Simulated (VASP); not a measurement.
# Ba31O32 (a cell with a defect) in VASP: single point with PBEsol

Aim: the single point of Ba31O32 (a cell with a defect) with PBEsol.

Everything below comes from runs of VASP 6.6.1. Logs are shortened: lines on timing, memory, paths and dates and some standing lists are left out, and cuts for length are marked.

## (1) The cell of the first run

The cell holds a defect, 63 atoms: a = 10.981 Å, b = 10.981 Å, c = 10.981 Å, α = 90.00°, β = 90.00°, γ = 90.00°.

## (2) Single point, PBEsol

The input, INCAR:

```
SYSTEM = Ba31O32
PREC     = Accurate       ! precision mode
ENCUT    = 520            ! plane-wave cutoff, eV
EDIFF    = 1E-7           ! SCF threshold, eV
ISMEAR   = -1             ! smearing method
SIGMA    = 0.05           ! smearing width, eV
LREAL    = Auto         
LASPH    = .TRUE.         ! aspherical terms in the spheres
NELM     = 60             ! most SCF steps
ALGO     = Normal         ! electronic algorithm
ISIF     = 2              ! what is computed and relaxed
LWAVE    = .FALSE.        ! write WAVECAR
LCHARG   = .FALSE.        ! write CHGCAR
GGA      = PS             ! functional
NBANDS   = 288            ! bands
NELECT   = 504.0        
ISYM     = 0            
NCORE    = 4
```

The input, KPOINTS:

```
Automatic mesh
0
Gamma
  1 1 1
  0.25 0.25 0.25
```

The input, POSCAR:

```
Ba31O32
1.0
   10.9807560000      0.0000000000      0.0000000000
    0.0000000000     10.9807560000      0.0000000000
    0.0000000000      0.0000000000     10.9807560000
O Ba
32 31
Direct
    0.2490020000      0.9998970000      0.9998440000
    0.2474400000      0.9999470000      0.4998260000
    0.2474500000      0.4999160000      0.9996640000
    0.2313970000      0.4999150000      0.4997660000
    0.7516450000      0.9999550000      0.9998310000
    0.7532300000      0.0000500000      0.4998650000
    0.7532050000      0.4999470000      0.9997140000
    0.7693160000      0.4999950000      0.4997600000
    0.0002880000      0.2486290000      0.9998910000
    0.0002090000      0.2470290000      0.4999210000
    0.0003580000      0.7512020000      0.9999540000
    0.0003520000      0.7528010000      0.4999490000
    0.5002880000      0.2470220000      0.9998680000
    0.5002720000      0.2309340000      0.4998970000
    0.5003700000      0.7528070000      0.9999730000
    0.5003390000      0.7688810000      0.4999660000
    0.0002660000      0.9999110000      0.2486140000
    0.0003320000      0.9999350000      0.7512310000
    0.0002070000      0.4998960000      0.2469960000
    0.0002570000      0.4999470000      0.7527610000
    0.5002800000      0.9999110000      0.2470410000
    0.5002990000      0.0000210000      0.7528370000
    0.5002570000      0.4999120000      0.2309710000
    0.5002920000      0.4999610000      0.7688840000
    0.2507570000      0.2503570000      0.2503290000
    0.2507800000      0.2503820000      0.7493900000
    0.2508010000      0.7493960000      0.2503770000
    0.2508320000      0.7494340000      0.7494160000
    0.7498260000      0.2503840000      0.2503260000
    0.7498470000      0.2504130000      0.7494120000
    0.7498550000      0.7494560000      0.2503790000
    0.7498750000      0.7494930000      0.7494250000
    0.0003800000      0.9998740000      0.9999710000
    0.0003670000      0.9998850000      0.4999490000
    0.0003710000      0.4998930000      0.9999290000
    0.0003520000      0.4998420000      0.5000130000
    0.5003460000      0.9998860000      0.9999540000
    0.5003800000      0.9998870000      0.4999400000
    0.5003940000      0.4998640000      0.9999190000
    0.2524930000      0.2520090000      0.0000090000
    0.2581610000      0.2576360000      0.5000010000
    0.2524630000      0.7477800000      0.9999540000
    0.2580480000      0.7421820000      0.4999560000
    0.7483080000      0.2519510000      0.9999380000
    0.7427080000      0.2575330000      0.4999410000
    0.7482510000      0.7477700000      0.9998890000
    0.7426110000      0.7420950000      0.4998960000
    0.2525010000      0.9999260000      0.2520800000
    0.2524470000      0.9998840000      0.7478650000
    0.2581650000      0.4999170000      0.2577670000
    0.2580680000      0.4998590000      0.7422940000
    0.7482810000      0.9998770000      0.2520110000
    0.7482460000      0.9998190000      0.7478280000
    0.7427370000      0.4998810000      0.2576150000
    0.7425960000      0.4998300000      0.7421710000
    0.0004230000      0.2520020000      0.2520780000
    0.0003550000      0.2519310000      0.7478960000
    0.0003790000      0.7477750000      0.2520580000
    0.0003350000      0.7477640000      0.7478410000
    0.5004290000      0.2576750000      0.2577390000
    0.5003830000      0.2575180000      0.7422910000
    0.5003820000      0.7421820000      0.2576240000
    0.5003190000      0.7420940000      0.7421720000
```

Potentials or basis: VASP PAW PBE potentials, release 64 (O, Ba_sv).

Command:

```console
cat potpaw_PBE.64/O/POTCAR potpaw_PBE.64/Ba_sv/POTCAR > POTCAR
mpirun -np 4 vasp_std > vasp.out
```

OUTCAR:

```text
SYSTEM = Ba31O32
   PREC = Accurate
   ENCUT = 520
   EDIFF = 1E-7
   ISMEAR = -1
   LREAL = Auto
   LASPH = .TRUE.
   NELM = 60
   ISIF = 2
   GGA = PS
   NELECT = 504.0
   ISYM = 0

 ion  position               nearest neighbor table
   1  0.249  1.000  1.000-  33 2.73  37 2.76  49 2.77  40 2.77  42 2.77  48 2.77
   2  0.247  1.000  0.500-  34 2.71  48 2.72  49 2.72  38 2.78  41 2.83  43 2.83
   3  0.247  0.500  1.000-  35 2.71  42 2.72  40 2.72  39 2.78  51 2.83  50 2.84
   4  0.231  0.500  0.500-  36 2.54  50 2.67  43 2.68  41 2.68  51 2.68
   5  0.752  1.000  1.000-  33 2.73  37 2.76  44 2.77  53 2.77  52 2.77  46 2.77
   6  0.753  0.000  0.500-  34 2.71  52 2.72  53 2.72  38 2.78  45 2.83  47 2.83
   7  0.753  0.500  1.000-  35 2.71  46 2.72  44 2.72  39 2.78  55 2.83  54 2.83
   8  0.769  0.500  0.500-  36 2.54  47 2.67  54 2.67  55 2.68  45 2.68
   9  0.000  0.249  1.000-  33 2.73  35 2.76  44 2.77  57 2.77  56 2.77  40 2.77
  10  0.000  0.247  0.500-  34 2.71  56 2.72  57 2.72  36 2.78  45 2.83  41 2.83
  11  0.000  0.751  1.000-  33 2.73  35 2.76  58 2.77  42 2.77  46 2.77  59 2.77
  12  0.000  0.753  0.500-  34 2.71  58 2.72  59 2.72  36 2.78  43 2.83  47 2.83
  13  0.500  0.247  1.000-  37 2.71  40 2.72  44 2.72  39 2.78  61 2.83  60 2.83
  14  0.500  0.231  0.500-  38 2.54  41 2.67  60 2.68  61 2.68  45 2.68
  15  0.500  0.753  1.000-  37 2.71  46 2.72  42 2.72  39 2.78  62 2.83  63 2.83
  16  0.500  0.769  0.500-  38 2.54  63 2.68  47 2.68  43 2.68  62 2.68
  17  0.000  1.000  0.249-  33 2.73  34 2.76  52 2.77  56 2.77  58 2.77  48 2.77
[... 63 lines left out ...]
  57  0.000  0.252  0.748-  10 2.72  20 2.72  26 2.75  30 2.75   9 2.77  18 2.77  36 3.85  34 3.88
                            35 3.88  44 3.91  33 3.91  49 3.91  53 3.92  40 3.92  45 3.93  51 3.93
  58  0.000  0.748  0.252-  19 2.72  12 2.72  27 2.75  31 2.75  11 2.77  17 2.77  36 3.85  34 3.88
                            35 3.88  33 3.91  42 3.91  52 3.91  48 3.92  46 3.92  54 3.93  43 3.93
  59  0.000  0.748  0.748-  20 2.72  12 2.72  32 2.75  28 2.75  11 2.77  18 2.77  36 3.85  35 3.88
                            34 3.88  46 3.91  53 3.91  49 3.92  33 3.92  42 3.92  43 3.93  51 3.93
  60  0.500  0.258  0.258-  14 2.68  23 2.68  29 2.74  25 2.74  21 2.83  13 2.83  45 3.76  50 3.76
                            54 3.76  41 3.76  38 3.88  39 3.88  52 3.93  40 3.93  48 3.93  44 3.93
  61  0.500  0.258  0.742-  14 2.68  24 2.68  30 2.74  26 2.74  22 2.83  13 2.83  41 3.76  55 3.76
                            51 3.76  45 3.76  39 3.88  38 3.88  53 3.93  49 3.93  44 3.93  40 3.93
  62  0.500  0.742  0.258-  23 2.68  16 2.68  31 2.74  27 2.74  15 2.83  21 2.83  50 3.76  47 3.76
                            54 3.76  43 3.76  38 3.88  39 3.88  42 3.93  52 3.93  46 3.93  48 3.93
  63  0.500  0.742  0.742-  24 2.67  16 2.68  28 2.74  32 2.74  15 2.83  22 2.83  51 3.76  43 3.76
                            55 3.76  47 3.76  39 3.88  38 3.88  42 3.93  46 3.93  53 3.93  49 3.93

IMPORTANT INFORMATION: All symmetrisations will be switched off!
NOSYMM: (Re-)initialisation of all symmetry stuff for point group C_1.

----------------------------------------------------------------------------------------

                                     Primitive cell

  volume of cell :    1324.0266

  direct lattice vectors                    reciprocal lattice vectors
    10.980756000  0.000000000  0.000000000     0.091068411  0.000000000  0.000000000
     0.000000000 10.980756000  0.000000000     0.000000000  0.091068411  0.000000000
     0.000000000  0.000000000 10.980756000     0.000000000  0.000000000  0.091068411

  length of vectors
    10.980756000 10.980756000 10.980756000     0.091068411  0.091068411  0.091068411

  position of ions in fractional coordinates (direct lattice)
     0.249002000  0.999897000  0.999844000
     0.247440000  0.999947000  0.499826000
     0.247450000  0.499916000  0.999664000
     0.231397000  0.499915000  0.499766000
     0.751645000  0.999955000  0.999831000
     0.753230000  0.000050000  0.499865000
[... 55 lines left out ...]
     0.500382000  0.742182000  0.257624000
     0.500319000  0.742094000  0.742172000

  ion indices of the primitive-cell ions
   primitive index   ion index
                 1           1
                 2           2
                 3           3
                 4           4
                 5           5
                 6           6
[... 55 lines left out ...]
                62          62
                63          63

----------------------------------------------------------------------------------------

 KPOINTS: Automatic mesh

Automatic generation of k-mesh.
[... 26 lines left out ...]
  0.250000 -0.250000  0.250000      2.000000
   k-points           NKPTS =      4   k-points in BZ     NKDIM =      4   number of bands    NBANDS=    288
   number of dos      NEDOS =    301   number of ions     NIONS =     63
   total plane-waves  NPLWV = 592704
   dimension x,y,z NGX =    84 NGY =   84 NGZ =   84
   dimension x,y,z NGXF=   168 NGYF=  168 NGZF=  168
   ions per type =              32  31
   NGX,Y,Z   is equivalent  to a cutoff of  12.72, 12.72, 12.72 a.u.
   NGXF,Y,Z  is equivalent  to a cutoff of  25.43, 25.43, 25.43 a.u.
 SYSTEM =  Ba31O32
   PREC   = accura    normal or accurate (medium, high low for compatibility)
   ISTART =      0    job   : 0-new  1-cont  2-samecut
   ICHARG =      2    charge: 1-file 2-atom 10-const
   ISPIN  =      1    spin polarized calculation?
   LNONCOLLINEAR =      F non collinear calculations
   LSORBIT =      F    spin-orbit coupling
   LASPH  =      T    aspherical Exc in radial PAW
   ENCUT  =  520.0 eV  38.22 Ry    6.18 a.u.  20.42 20.42 20.42*2*pi/ulx,y,z
   NELM   =     60;   NELMIN=  2; NELMDL= -5     # of ELM steps
   EDIFF  = 0.1E-06   stopping-criterion for ELM
   LREAL  =      T    real-space projection
   EDIFFG = 0.1E-05   stopping-criterion for IOM
   NSW    =      0    number of steps for IOM
   IBRION =     -1    ionic relax: 0-MD 1-quasi-New 2-CG
   NFREE  =      0    steps in history (QN), initial steepest desc. (CG)
   ISIF   =      2    stress and relaxation
   ISYM   =      0    0-nonsym 1-usesym 2-fastsym
   POTIM  = 0.5000    time-step for ionic-motion
   TEBEG  =    0.0;   TEEND  =   0.0 temperature during run
   PSTRESS=    0.0 pullay stress
   NELECT =     504.0000    total number of electrons
   NUPDOWN=      -1.0000    fix difference up-down
   EMIN   =  10.00;   EMAX   =-10.00  energy-range for DOS
   EFERMI =   0.00;   METHOD = LEGACY
   ISMEAR =    -1;   SIGMA  =   0.05  broadening in eV -4-tet -1-fermi 0-gaus
   EFERMI_NEDOS =   21; number of points for ismear=-14 and -15
   IALGO  =     38    algorithm
   IMIX   =      4    mixing-type and parameters
     AMIX     =   0.40;   BMIX     =  1.00
     AMIX_MAG =   1.60;   BMIX_MAG =  1.00
  volume/ion in A,a.u.               =      21.02       141.82
  Fermi-wavevector in a.u.,A,eV,Ry     =   1.186459  2.242083 19.152720  1.407685
  Thomas-Fermi vector in A             =   2.322631
   LORBIT       =      0    0 simple, 1 ext, 2 COOP (PROOUT), +10 PAW based schemes
   GGA     = PS    functional components
   LHFCALC =     F    Hartree Fock is set to
   AEXX    =    0.0000 exact exchange contribution
   IVDW    =     0    specifies the selected vdW correction
   LEPSILON=     F    determine dielectric tensor
   LRPA    =     F    only Hartree local field effects (RPA)
 non-spin polarized calculation
  energy-cutoff  :      520.00
  volume of cell :     1324.03
 maximum number of plane-waves:     35643
 NGX is ok and might be reduce to    84
   NGX = 41   NGY = 41   NGZ = 41

 number of electron     504.0000032 magnetization

 Free energy of the ion-electron system (eV)
  ---------------------------------------------------
  ext. energy  EPLUGINS =         0.00000000
  ---------------------------------------------------
  free energy    TOTEN  =      -384.99355980 eV

  energy without entropy =     -384.99355980  energy(sigma->0) =     -384.99355980

 E-fermi :   2.8808     XC(G=0):  -9.8627

 val. band max:        1.6852573719   @ k =   0.2500   0.2500   0.2500
 cond. band min:       4.0962141073   @ k =   0.2500   0.2500   0.2500
 fundamental gap:      2.4109567354
 Fermi energy:         2.8807787906

 k-point     1 :       0.2500    0.2500    0.2500
  band No.  band energies     occupation
      1     -24.1580      2.00000
      2     -24.0828      2.00000
      3     -24.0757      2.00000
      4     -24.0757      2.00000
      5     -24.0239      2.00000
      6     -24.0132      2.00000
[... 1057 lines left out ...]
    263       5.4099      0.00000
    264       5.4891      0.00000
 [bands above 264 left out]

------------------------ aborting loop because EDIFF is reached ----------------------------------------

  FORCE on cell =-STRESS in cart. coord.  units (eV):
  Direction    XX          YY          ZZ          XY          YZ          ZX
  --------------------------------------------------------------------------------------
  -------------------------------------------------------------------------------------
  Total       23.3439780     23.3515957     23.3479602     -0.0031643     -0.0101038     -0.0052638
  in kB       28.2480663     28.2572843     28.2528851     -0.0038291     -0.0122264     -0.0063696
  external PRESSURE =      28.2527452 kB  Pullay stress =       0.0000000 kB

 VOLUME and BASIS-vectors are now :
 -----------------------------------------------------------------------------
  energy-cutoff  :      520.00
  volume of cell :     1324.03
      direct lattice vectors                 reciprocal lattice vectors
    10.980756000  0.000000000  0.000000000     0.091068411  0.000000000  0.000000000
     0.000000000 10.980756000  0.000000000     0.000000000  0.091068411  0.000000000
     0.000000000  0.000000000 10.980756000     0.000000000  0.000000000  0.091068411

 POSITION                                       TOTAL-FORCE (eV/Angst)
 -----------------------------------------------------------------------------------
      2.73423     10.97962     10.97904         0.005964     -0.000038     -0.000096
      2.71708     10.98017      5.48847         0.020144     -0.000162      0.001903
      2.71719      5.48946     10.97707         0.019664     -0.000466      0.001703
      2.54091      5.48944      5.48781         0.162319      0.000527      0.003346
      8.25363     10.98026     10.97890        -0.007637     -0.000588     -0.000045
      8.27103      0.00055      5.48890        -0.024673     -0.000685      0.000258
[... 55 lines left out ...]
      5.49457      8.14972      2.82891        -0.000540      0.022206     -0.021323
      5.49388      8.14875      8.14961         0.001416      0.024787      0.023968
 -----------------------------------------------------------------------------------
    total drift:                                0.062007     -0.019177     -0.013793

  FREE ENERGIE OF THE ION-ELECTRON SYSTEM (eV)
  ---------------------------------------------------
  free  energy   TOTEN  =      -384.9935597983 eV

  energy  without entropy=     -384.9935597979  energy(sigma->0) =     -384.99355980
```

Wall time 19 min (4 MPI ranks of Intel Xeon Platinum 8259CL at 2.50GHz (Skylake/Cascade Lake), shared host); peak memory 0.56 GiB.

What came out:

```
Free energy   : -384.9936 eV
Largest force : 0.164 eV/Å
```

Forces on the atoms (eV/Å):
```
O    0.006  0.000  0.000
O    0.020  0.000  0.002
O    0.020  0.000  0.002
O    0.162  0.001  0.003
O   -0.008 -0.001  0.000
O   -0.025 -0.001  0.000
O   -0.023 -0.001  0.002
O   -0.160 -0.002  0.001
O    0.001  0.005  0.001
O    0.001  0.021  0.001
O    0.000 -0.006  0.000
O   -0.001 -0.021  0.000
O    0.001  0.022  0.000
O    0.003  0.161  0.001
O   -0.001 -0.021  0.000
O   -0.001 -0.164 -0.001
O    0.001  0.000  0.006
O    0.000  0.000 -0.006
O    0.000  0.000  0.022
O    0.001 -0.001 -0.019
O    0.001  0.000  0.022
O    0.001 -0.001 -0.021
O    0.002  0.000  0.160
O    0.000 -0.001 -0.163
O   -0.001 -0.003 -0.003
O   -0.003 -0.005  0.006
O   -0.003  0.006 -0.005
O   -0.004  0.006  0.006
O    0.006 -0.006 -0.004
O    0.005 -0.005  0.004
O    0.005  0.003 -0.004
O    0.005  0.002  0.003
Ba   0.001  0.000 -0.001
Ba   0.001  0.000 -0.001
Ba   0.001 -0.001 -0.001
Ba   0.002  0.000 -0.001
Ba   0.002  0.000 -0.001
Ba   0.002  0.000  0.000
Ba   0.002  0.000  0.000
Ba  -0.015 -0.014 -0.002
Ba  -0.024 -0.024 -0.001
Ba  -0.014  0.014  0.000
Ba  -0.021  0.022  0.000
Ba   0.010 -0.011  0.000
Ba   0.020 -0.020  0.000
Ba   0.013  0.014  0.001
Ba   0.024  0.025  0.001
Ba  -0.015 -0.001 -0.015
Ba  -0.014  0.000  0.013
Ba  -0.025 -0.001 -0.026
Ba  -0.022  0.000  0.020
Ba   0.011  0.001 -0.012
Ba   0.012  0.002  0.013
Ba   0.020  0.000 -0.023
Ba   0.023  0.002  0.023
Ba  -0.003 -0.013 -0.013
Ba  -0.001 -0.011  0.012
Ba  -0.001  0.013 -0.013
Ba  -0.001  0.014  0.014
Ba  -0.002 -0.024 -0.025
Ba  -0.001 -0.021  0.021
Ba  -0.001  0.022 -0.021
Ba   0.001  0.025  0.024
```

Caveat: the cell carries a net charge on a neutralising background, which shifts energy and pressure; the cell is charged against a uniform background, so pressure and absolute levels hang on convention; the PAW data sets were made with another functional, which shifts forces and pressure a little; spin-orbit coupling is left out, which moves the levels of the heavy elements.
